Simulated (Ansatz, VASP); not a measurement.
**Co3Si2: VASP beside Ansatz**

```xyz
5
Lattice="3.7667 0.0000 0.0000 -1.8833 3.2620 0.0000 0.0000 0.0000 4.7207" Properties=species:S:1:pos:R:3 pbc="T T T"
Co    0.0000    0.0000    0.0000
Co    0.0000    2.1747    3.1642
Co    1.8833    1.0873    1.5564
Si    0.0000    2.1747    0.8866
Si    1.8833    1.0873    3.8340
```

Alike in both runs: functional PBE; k mesh 6 × 6 × 4; occupations gaussian, width 0.1 eV; no spin polarisation.

Ansatz relaxed the structure, and its values are those at the end. VASP's run is a single point on that final structure, the one shown.

```csv
,VASP,Ansatz
version,VASP 6.6.1,Ansatz 0.2.0
potentials or method,"VASP PAW PBE potentials, release 64 (Co, Si), cutoff 520 eV","scalar-relativistic, plane waves, PAW"
valence electrons in the cell,35,59
```

|  | VASP | Ansatz | Ansatz less VASP |
| --- | --- | --- | --- |
| gap on the k mesh at the Fermi level (eV) | none | none | - |
| pressure (GPa) | 0.1 | 0.1 | -0.01 |

A gap of «none» marks a metal or a gap that the smearing closes. With one functional, cell and mesh, what is left measures potentials, basis and numerics. VASP's potentials hold 35 valence electrons a cell and Ansatz's 59, so a difference there can come from the potentials and not from the codes.
